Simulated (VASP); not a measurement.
A run of VASP 6.6.1 is set up as follows.

INCAR

```
SYSTEM = AlN
ALGO = Normal
EDIFF = 1E-6
ENCUT = 520
GGA = PS
ISIF = 2
ISMEAR = 0
LASPH = .TRUE.
LCHARG = .FALSE.
LREAL = .FALSE.
LWAVE = .FALSE.
NBANDS = 11
NELM = 60
PREC = Accurate
SIGMA = 0.05
```

Contents of KPOINTS:

```
k-points
0
G
  10 10 10
  0 0 0
```

POSCAR

```
AlN
1.0
   -0.1049684885      1.9345746822      1.9345746822
    1.9345746822     -0.1049684885      1.9345746822
    1.9345746822      1.9345746822     -0.1049684885
Al N
1 1
Direct
    0.5000000000      0.5000000000      0.5000000000
    0.0000000000      0.0000000000      0.0000000000
```

Potentials or basis: VASP PAW PBE potentials, release 64 (Al, N).

Launch:

```sh
$ cat potpaw_PBE.64/Al/POTCAR potpaw_PBE.64/N/POTCAR > POTCAR
$ mpirun -np 1 vasp_std > vasp.out
```

(1) Predict the pressure.

(2) Estimate the band gap on the k mesh.

Answers

(1) 16.6 GPa.

(2) 3.47 eV, indirect (least direct gap 5.49 eV).

Caveat: the PAW data sets were made with another functional, which shifts forces and pressure a little.
